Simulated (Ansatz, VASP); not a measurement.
One calculation of CeO2, two programs

Contents of POSCAR:

```
CeO2
1.0
    0.0000000000      2.7186832862      2.7186832862
    2.7186832862      0.0000000000      2.7186832862
    2.7186832862      2.7186832862      0.0000000000
Ce O
1 2
Direct
    0.0000000000      0.0000000000      0.0000000000
    0.2500000000      0.2500000000      0.2500000000
    0.7500000000      0.7500000000      0.7500000000
```

File INCAR.step1:

```
SYSTEM = CeO2
PREC = Accurate
ENCUT = 520
ISMEAR = 0
SIGMA = 0.05
LREAL = .False.
LASPH = .True.
NELM = 80
NBANDS = 19
GGA = PE
ALGO = Normal
EDIFF = 1E-4
LWAVE = .True.
LCHARG = .False.
```

The input INCAR.step2:

```
SYSTEM = CeO2
PREC = Accurate
ENCUT = 520
EDIFF = 1E-6
ISMEAR = 0
SIGMA = 0.05
LREAL = .False.
LASPH = .True.
NELM = 80
ALGO = Normal
ISIF = 2
LWAVE = .False.
LCHARG = .False.
METAGGA = R2SCAN
LMIXTAU = .True.
NBANDS = 19
ISTART = 1
```

The input KPOINTS:

```
Automatic mesh
0
Gamma
  8 8 8
  0 0 0
```

Input for Ansatz:

```yaml
crystal:
  lattice:
    - [0.0, 2.7186832862, 2.7186832862]
    - [2.7186832862, 0.0, 2.7186832862]
    - [2.7186832862, 2.7186832862, 0.0]
  atoms:
    - { symbol: Ce, position: [0.0, 0.0, 0.0] }
    - { symbol: O, position: [0.25, 0.25, 0.25] }
    - { symbol: O, position: [0.75, 0.75, 0.75] }
basis:
  ecutwfc: 500
  ecutrho_ratio: 4
kpoints:
  mp_grid: { grid: [8, 8, 8] }
  band_path:
    path:
      - [[0.0, 0.0, 0.0], [0.5, 0.0, 0.5], [0.625, 0.25, 0.625]]
      - [[0.375, 0.375, 0.75], [0.0, 0.0, 0.0], [0.5, 0.5, 0.5], [0.5, 0.25, 0.75], [0.5, 0.0, 0.5]]
    npoints: 14
hamiltonian:
  xc: r2scan
scf:
  occupations: { method: gaussian, width: 0.05 }
  n_extra_bands: 19
output:
  forces: true
  stress: true
  eigenvalues: true
  populations: true
  hubbard: { sites: [{ species: Ce, l: f }] }
  dos: { projected: true, de: 0.02, nscf_kmesh: { grid: [12, 12, 12] } }
  bader: true
  write_density: true
  write_potential: true
  elf: true
  volumetric_format: npy
```

Alike in both runs: task single point; functional r2SCAN; k mesh 8 × 8 × 8; occupations gaussian, width 0.05 eV; no spin polarisation.

```csv
,VASP,Ansatz
version,VASP 6.6.1,Ansatz 0.2.0
potentials or method,"VASP PAW PBE potentials, release 64 (Ce, O), cutoff 520 eV","scalar-relativistic, plane waves, PAW"
valence electrons in the cell,24,24
```

```csv
,VASP,Ansatz,Ansatz less VASP
gap on the k mesh at the Fermi level (eV),2.16,2.20,+0.041
least direct gap on the mesh (eV),2.29,2.33,+0.040
pressure (GPa),-0.2,0.0,+0.24
```

VASP's potentials were made for PBE, not for r2SCAN. The functional is the same, so the differences come from potentials, cutoffs and numerics.

Spin-orbit coupling is off throughout.
